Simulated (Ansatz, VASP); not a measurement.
# TePb: VASP beside Ansatz

```
Pb Te
1.0
     4.54395    0.00000    0.00000
    -2.27198    3.93518    0.00000
     0.00000    0.00000    7.92576
Pb Te
2 2
Direct
  0.00000 0.00000 0.00000
  0.00000 0.00000 0.50000
  0.33333 0.66667 0.25000
  0.66667 0.33333 0.75000
```

Alike in both runs: task single point; functional r2SCAN; k mesh 6 × 6 × 4; occupations fermi-dirac, width 0.02 eV; no spin polarisation.

|  | VASP | Ansatz |
| --- | --- | --- |
| version | VASP 6.6.1 | Ansatz 0.2.0 |
| potentials or method | VASP PAW PBE potentials, release 64 (Pb_d, Te) | plane waves, PAW |
| plane-wave cutoff (eV) | 520 | 500 |
| valence electrons in the cell | 40 | 60 |

```tsv
	VASP	Ansatz	Ansatz less VASP
pressure (GPa)	0.0	0.0	+0.01
```

VASP's potentials were made for PBE, not for r2SCAN. The functional is the same, so the differences come from potentials, cutoffs and numerics. VASP's potentials hold 40 valence electrons a cell and Ansatz's 60, so a difference there can come from the potentials and not from the codes.

Neither program's run includes spin-orbit coupling.
